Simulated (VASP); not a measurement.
# NaI (P1) in VASP: a series of runs

Runs on NaI. Level: PBE. Tasks: single point.

Program: VASP 6.6.1. These are calculated values, not measurements. Logs are shortened: lines on timing, memory, paths and dates and some standing lists are left out, and cuts for length are marked.

## Step 1: The cell of the first run

The typed cell holds 4 atoms: a = 5.416 Å, b = 5.416 Å, c = 6.459 Å, α = 90.00°, β = 90.00°, γ = 120.00°.

## Step 2: Single point, PBE

Input file INCAR:

```
SYSTEM = NaI
ALGO = Normal ; EDIFF = 1E-7
ENCUT = 520 ; GGA = PE
ISIF = 2 ; ISMEAR = -1
LASPH = .True. ; LCHARG = .False.
LREAL = .False. ; LWAVE = .False.
NBANDS = 22 ; NELM = 100
PREC = Accurate ; SIGMA = 0.069
```

Input file KPOINTS:

```
k-points
0
Gamma
  6 6 2
  0 0 0
```

Input file POSCAR:

```
NaI
1.0
    5.4164807906      0.0000000000      0.0000000000
   -2.7082403953      4.6908099638      0.0000000000
    0.0000000000      0.0000000000      6.4591768406
Na I
2 2
Direct
    0.3090933225      0.6490712742     -0.0477803918
    0.6686408559      0.3356021694      0.4243164520
    0.3233566458      0.6511907375      0.4407646780
    0.6806770827      0.3515859761      0.9340410007
```

Potentials or basis: VASP PAW PBE potentials, release 64 (Na_pv, I).

Started as:

```console
$ cat potpaw_PBE.64/Na_pv/POTCAR potpaw_PBE.64/I/POTCAR > POTCAR
$ mpirun -np 1 vasp_std > vasp.out
```

OUTCAR:

```text
SYSTEM = NaI
   EDIFF = 1E-7
   ENCUT = 520
   GGA = PE
   ISIF = 2
   ISMEAR = -1
   LASPH = .True.
   LREAL = .False.
   NELM = 100
   PREC = Accurate

 ion  position               nearest neighbor table
   1  0.309  0.649  0.952-   4 2.95   4 3.15   3 3.16
   2  0.669  0.336  0.424-   3 3.07   3 3.10   4 3.17
   3  0.323  0.651  0.441-   2 3.07   2 3.10   1 3.16
   4  0.681  0.352  0.934-   1 2.95   1 3.15   2 3.17

  LATTYP: Found a hexagonal cell.
 ALAT       =     5.4164807906
 C/A-ratio  =     1.1925043382

  Lattice vectors:

 A1 = (   5.4164807906,   0.0000000000,   0.0000000000)
 A2 = (  -2.7082403953,   4.6908099638,   0.0000000000)
 A3 = (   0.0000000000,   0.0000000000,   6.4591768406)

Analysis of symmetry for initial positions (statically):
=====================================================================
 Subroutine PRICEL returns:
 Original cell was already a primitive cell.

 Routine SETGRP: Setting up the symmetry group for a
 hexagonal supercell.

 Subroutine GETGRP returns: Found  1 space group operations
 (whereof  1 operations were pure point group operations)
 out of a pool of 24 trial point group operations.

The static configuration has the point symmetry C_1 .

Analysis of symmetry for dynamics (positions and initial velocities):
=====================================================================
 Subroutine PRICEL returns:
 Original cell was already a primitive cell.

 Routine SETGRP: Setting up the symmetry group for a
 hexagonal supercell.

 Subroutine GETGRP returns: Found  1 space group operations
 (whereof  1 operations were pure point group operations)
 out of a pool of 24 trial point group operations.

The dynamic configuration has the point symmetry C_1 .

 Subroutine INISYM returns: Found  1 space group operations
 (whereof  1 operations are pure point group operations),
 and found     1 'primitive' translations

----------------------------------------------------------------------------------------

                                     Primitive cell

  volume of cell :     164.1127

  direct lattice vectors                    reciprocal lattice vectors
     5.416480791  0.000000000  0.000000000     0.184621720  0.106591400  0.000000000
    -2.708240395  4.690809964  0.000000000     0.000000000  0.213182799  0.000000000
     0.000000000  0.000000000  6.459176841     0.000000000  0.000000000  0.154818489

  length of vectors
     5.416480791  5.416480791  6.459176841     0.213182799  0.213182799  0.154818489

  position of ions in fractional coordinates (direct lattice)
     0.309093322  0.649071274  0.952219608
     0.668640856  0.335602169  0.424316452
     0.323356646  0.651190738  0.440764678
     0.680677083  0.351585976  0.934041001

  ion indices of the primitive-cell ions
   primitive index   ion index
                 1           1
                 2           2
                 3           3
                 4           4

----------------------------------------------------------------------------------------

 KPOINTS: k-points

Automatic generation of k-mesh.
 Grid dimensions read from file:
 generate k-points for:    6    6    2

 Generating k-lattice:

  Cartesian coordinates                     Fractional coordinates (reciprocal lattice)
     0.030770287  0.017765233  0.000000000     0.166666667 -0.000000000  0.000000000
     0.000000000  0.035530467  0.000000000     0.000000000  0.166666667  0.000000000
     0.000000000  0.000000000  0.077409245     0.000000000  0.000000000  0.500000000

  Length of vectors
     0.035530467  0.035530467  0.077409245

  Shift w.r.t. Gamma in fractional coordinates (k-lattice)
     0.000000000  0.000000000  0.000000000

 Subroutine IBZKPT returns following result:
 ===========================================

 Found     40 irreducible k-points:

 Following reciprocal coordinates:
            Coordinates               Weight
  0.000000  0.000000  0.000000      1.000000
  0.166667  0.000000  0.000000      2.000000
  0.000000  0.166667  0.000000      2.000000
 -0.166667  0.166667  0.000000      2.000000
  0.333333  0.000000  0.000000      2.000000
  0.000000  0.333333  0.000000      2.000000
[... 16 lines left out ...]
  0.000000  0.166667  0.500000      2.000000
 -0.166667  0.166667  0.500000      2.000000
 [... further k-points ...]
   k-points           NKPTS =     40   k-points in BZ     NKDIM =     40   number of bands    NBANDS=     22
   number of dos      NEDOS =    301   number of ions     NIONS =      4
   total plane-waves  NPLWV =  76800
   dimension x,y,z NGX =    40 NGY =   40 NGZ =   48
   dimension x,y,z NGXF=    80 NGYF=   80 NGZF=   96
   ions per type =               2   2
   NGX,Y,Z   is equivalent  to a cutoff of  12.28, 12.28, 12.35 a.u.
   NGXF,Y,Z  is equivalent  to a cutoff of  24.55, 24.55, 24.71 a.u.
 SYSTEM =  NaI
   PREC   = accura    normal or accurate (medium, high low for compatibility)
   ISTART =      0    job   : 0-new  1-cont  2-samecut
   ICHARG =      2    charge: 1-file 2-atom 10-const
   ISPIN  =      1    spin polarized calculation?
   LNONCOLLINEAR =      F non collinear calculations
   LSORBIT =      F    spin-orbit coupling
   LASPH  =      T    aspherical Exc in radial PAW
   ENCUT  =  520.0 eV  38.22 Ry    6.18 a.u.  10.07 10.07 12.01*2*pi/ulx,y,z
   NELM   =    100;   NELMIN=  2; NELMDL= -5     # of ELM steps
   EDIFF  = 0.1E-06   stopping-criterion for ELM
   LREAL  =      F    real-space projection
   EDIFFG = 0.1E-05   stopping-criterion for IOM
   NSW    =      0    number of steps for IOM
   IBRION =     -1    ionic relax: 0-MD 1-quasi-New 2-CG
   NFREE  =      0    steps in history (QN), initial steepest desc. (CG)
   ISIF   =      2    stress and relaxation
   ISYM   =      2    0-nonsym 1-usesym 2-fastsym
   POTIM  = 0.5000    time-step for ionic-motion
   TEBEG  =    0.0;   TEEND  =   0.0 temperature during run
   PSTRESS=    0.0 pullay stress
   NELECT =      28.0000    total number of electrons
   NUPDOWN=      -1.0000    fix difference up-down
   EMIN   =  10.00;   EMAX   =-10.00  energy-range for DOS
   EFERMI =   0.00;   METHOD = LEGACY
   ISMEAR =    -1;   SIGMA  =   0.07  broadening in eV -4-tet -1-fermi 0-gaus
   EFERMI_NEDOS =   21; number of points for ismear=-14 and -15
   IALGO  =     38    algorithm
   IMIX   =      4    mixing-type and parameters
     AMIX     =   0.40;   BMIX     =  1.00
     AMIX_MAG =   1.60;   BMIX_MAG =  1.00
  volume/ion in A,a.u.               =      41.03       276.87
  Fermi-wavevector in a.u.,A,eV,Ry     =   0.907988  1.715848 11.217217  0.824442
  Thomas-Fermi vector in A             =   2.031861
   LORBIT       =      0    0 simple, 1 ext, 2 COOP (PROOUT), +10 PAW based schemes
   GGA     = PE    functional components
   LHFCALC =     F    Hartree Fock is set to
   AEXX    =    0.0000 exact exchange contribution
   IVDW    =     0    specifies the selected vdW correction
   LEPSILON=     F    determine dielectric tensor
   LRPA    =     F    only Hartree local field effects (RPA)
 non-spin polarized calculation
  energy-cutoff  :      520.00
  volume of cell :      164.11
 maximum number of plane-waves:      4464
   NGX = 21   NGY = 21   NGZ = 25

 number of electron      28.0000006 magnetization

 Free energy of the ion-electron system (eV)
  ---------------------------------------------------
  ext. energy  EPLUGINS =         0.00000000
  ---------------------------------------------------
  free energy    TOTEN  =       -10.62365023 eV

  energy without entropy =      -10.62365023  energy(sigma->0) =      -10.62365023

 E-fermi :   1.1287     XC(G=0):  -6.7650

 val. band max:       -0.3249336528   @ k =   0.0000   0.0000   0.0000
 cond. band min:       3.2315454124   @ k =   0.0000   0.0000   0.0000
 fundamental gap:      3.5564790653
 Fermi energy:         1.1286783572

 k-point     1 :       0.0000    0.0000    0.0000
  band No.  band energies     occupation
      1     -22.7957      2.00000
      2     -22.7929      2.00000
      3     -22.7925      2.00000
      4     -22.7897      2.00000
      5     -22.7855      2.00000
      6     -22.7823      2.00000
[... 14 lines left out ...]
     21       7.5794      0.00000
     22       7.8004      0.00000

 k-point     2 :       0.1667    0.0000    0.0000
  band No.  band energies     occupation
      1     -22.7958      2.00000
      2     -22.7932      2.00000
      3     -22.7925      2.00000
      4     -22.7896      2.00000
      5     -22.7858      2.00000
      6     -22.7824      2.00000
[... 14 lines left out ...]
     21       7.4334      0.00000
     22       7.8474      0.00000

 k-point     3 :       0.0000    0.1667    0.0000
  band No.  band energies     occupation
      1     -22.7960      2.00000
      2     -22.7932      2.00000
      3     -22.7926      2.00000
      4     -22.7896      2.00000
      5     -22.7856      2.00000
      6     -22.7824      2.00000
[... 14 lines left out ...]
     21       7.1953      0.00000
     22       8.1177      0.00000

 k-point     4 :      -0.1667    0.1667    0.0000
  band No.  band energies     occupation
      1     -22.7958      2.00000
      2     -22.7933      2.00000
      3     -22.7925      2.00000
      4     -22.7896      2.00000
      5     -22.7857      2.00000
      6     -22.7824      2.00000
[... 14 lines left out ...]
     21       7.3476      0.00000
     22       7.9549      0.00000

 k-point     5 :       0.3333    0.0000    0.0000
  band No.  band energies     occupation
      1     -22.7960      2.00000
      2     -22.7938      2.00000
      3     -22.7926      2.00000
      4     -22.7893      2.00000
      5     -22.7864      2.00000
      6     -22.7827      2.00000
[... 417 lines left out ...]
 k-point    22 :       0.1667    0.0000    0.5000
  band No.  band energies     occupation
      1     -22.7957      2.00000
      2     -22.7932      2.00000
      3     -22.7927      2.00000
      4     -22.7897      2.00000
      5     -22.7855      2.00000
      6     -22.7829      2.00000
[... 14 lines left out ...]
     21       7.4123      0.00000
     22       7.5613      0.00000

 k-point    23 :       0.0000    0.1667    0.5000
  band No.  band energies     occupation
      1     -22.7959      2.00000
      2     -22.7935      2.00000
      3     -22.7925      2.00000
      4     -22.7891      2.00000
      5     -22.7856      2.00000
      6     -22.7830      2.00000
[... 14 lines left out ...]
     21       7.4174      0.00000
     22       7.5942      0.00000

 k-point    24 :      -0.1667    0.1667    0.5000
  band No.  band energies     occupation
      1     -22.7957      2.00000
      2     -22.7933      2.00000
      3     -22.7927      2.00000
      4     -22.7895      2.00000
      5     -22.7855      2.00000
      6     -22.7829      2.00000
[... 14 lines left out ...]
     21       7.4095      0.00000
     22       7.5673      0.00000

 [... further k-points ...]
[... 5 lines left out ...]
  --------------------------------------------------------------------------------------
  -------------------------------------------------------------------------------------
  Total        1.1098606      0.0107646      0.5211255      0.3283683      0.0269624      0.0236012
  in kB       10.8351967      0.1050912      5.0875733      3.2057491      0.2632250      0.2304106
  external PRESSURE =       5.3426204 kB  Pullay stress =       0.0000000 kB

 VOLUME and BASIS-vectors are now :
 -----------------------------------------------------------------------------
  energy-cutoff  :      520.00
  volume of cell :      164.11
      direct lattice vectors                 reciprocal lattice vectors
     5.416480791  0.000000000  0.000000000     0.184621720  0.106591400  0.000000000
    -2.708240395  4.690809964  0.000000000     0.000000000  0.213182799  0.000000000
     0.000000000  0.000000000  6.459176841     0.000000000  0.000000000  0.154818489

 POSITION                                       TOTAL-FORCE (eV/Angst)
 -----------------------------------------------------------------------------------
     -0.08364      3.04467      6.15055         0.215015      0.193726     -0.077108
      2.71279      1.57425      2.74073        -0.026938     -0.090260      0.070993
     -0.01213      3.05461      2.84698         0.036055      0.131799      0.031289
      2.73470      1.64922      6.03314        -0.224133     -0.235265     -0.025173
 -----------------------------------------------------------------------------------
    total drift:                               -0.001075     -0.000405     -0.000352

  FREE ENERGIE OF THE ION-ELECTRON SYSTEM (eV)
  ---------------------------------------------------
  free  energy   TOTEN  =       -10.6236502292 eV

  energy  without entropy=      -10.6236502291  energy(sigma->0) =      -10.62365023
```

It took 3.2 min on 1 thread of AMD EPYC 7R43 (Zen 3), shared host; peak memory 0.27 GiB.

Results:

- Free energy: -10.6237 eV
- Pressure: 0.5 GPa
- Largest force: 0.326 eV/Å
- Band gap on the k mesh: 3.56 eV, direct

Forces in eV/Å, atoms in the order of the input:
```
Na   0.215  0.194 -0.077
Na  -0.027 -0.090  0.071
I    0.036  0.132  0.031
I   -0.224 -0.235 -0.025
```

Levels at points of the mesh, in eV from the valence-band top:
```csv
k point,band 11,band 12,band 13,band 14,band 15,band 16,band 17,band 18
"(0.00, 0.00, 0.00)",-0.83,-0.39,-0.35,0.00,3.56,4.72,6.77,6.89
"(0.50, 0.00, 0.00)",-1.10,-1.02,-0.73,-0.28,5.06,5.49,6.61,6.84
"(0.00, 0.50, 0.00)",-1.23,-0.90,-0.51,-0.32,5.02,5.38,6.35,6.88
"(0.50, 0.50, 0.00)",-1.15,-0.97,-0.66,-0.31,5.05,5.45,6.55,6.87
"(0.00, 0.00, 0.50)",-0.72,-0.68,-0.63,-0.59,5.07,5.11,6.60,6.63
"(0.50, 0.00, 0.50)",-0.77,-0.73,-0.26,-0.25,5.27,5.34,7.05,7.09
"(0.00, 0.50, 0.50)",-0.84,-0.80,-0.35,-0.34,5.40,5.47,6.97,7.01
"(0.50, 0.50, 0.50)",-0.79,-0.77,-0.27,-0.27,5.30,5.36,7.01,7.06
```

Caveat: the k points lie up to 0.49 Å⁻¹ apart; spin-orbit coupling is left out, which moves the levels of the heavy elements. PBE gaps usually lie below the measured ones, often by a third to a half.

## Step 3: Single point, PBE

Input file INCAR:

```
SYSTEM = NaI
PREC = Accurate
ENCUT = 520
EDIFF = 1E-7
ISMEAR = -1
SIGMA = 0.069
LREAL = .False.
LASPH = .True.
NELM = 100
ALGO = Normal
ISIF = 2
LWAVE = .False.
LCHARG = .False.
GGA = PE
NBANDS = 22
```

Input file KPOINTS:

```
Automatic mesh
0
Gamma
  6 6 2
  0 0 0
```

Input file POSCAR:

```
NaI
1.0
    5.4164807906      0.0000000000      0.0000000000
   -2.7082403953      4.6908099638      0.0000000000
    0.0000000000      0.0000000000      6.4591768406
Na I
2 2
Direct
    0.2959032491      0.6388551280     -0.0351451904
    0.6680161974      0.3344750719      0.4131845382
    0.3140551478      0.6366224646      0.4441325994
    0.6924812208      0.3682089049      0.9304007536
```

Potentials or basis: VASP PAW PBE potentials, release 64 (Na_pv, I).

Started as:

```console
$ cat potpaw_PBE.64/Na_pv/POTCAR potpaw_PBE.64/I/POTCAR > POTCAR
$ mpirun -np 1 vasp_std > vasp.out
```

It took 2.9 min on 1 thread of AMD EPYC 7R43 (Zen 3), shared host; peak memory 0.27 GiB.

The run converged. Its results:

```yaml
Free_energy: -10.5406 eV
Pressure: 0.8 GPa
Largest_force: 0.606 eV/Å
Band_gap_on_the_k_mesh: 3.54 eV, direct
```

Forces on the atoms (eV/Å):
```
Na   0.438  0.317 -0.130
Na  -0.051 -0.142  0.128
I    0.073  0.217  0.053
I   -0.460 -0.392 -0.051
```

Stress tensor (GPa, compression positive):
```
 1.79  0.60  0.09
 0.60 -0.12  0.08
 0.09  0.08  0.70
```

Levels at points of the mesh, in eV from the valence-band top:
```
           k point  band 12  band 13  band 14  band 15  band 16  band 17
(0.00, 0.00, 0.00)    -0.43    -0.34     0.00     3.54     4.73     6.71
(0.50, 0.00, 0.00)    -1.03    -0.81    -0.29     5.08     5.52     6.59
(0.00, 0.50, 0.00)    -0.84    -0.42    -0.33     5.00     5.32     6.16
(0.50, 0.50, 0.00)    -0.97    -0.69    -0.34     5.08     5.43     6.53
(0.00, 0.00, 0.50)    -0.70    -0.61    -0.55     5.01     5.10     6.56
(0.50, 0.00, 0.50)    -0.70    -0.24    -0.21     5.19     5.29     6.99
(0.00, 0.50, 0.50)    -0.82    -0.41    -0.40     5.43     5.57     6.88
(0.50, 0.50, 0.50)    -0.75    -0.25    -0.24     5.23     5.32     6.91
```

Caveat: the k points lie up to 0.49 Å⁻¹ apart; spin-orbit coupling is left out, which moves the levels of the heavy elements. A k mesh can miss the band edges.

[end of part 1 of 2]
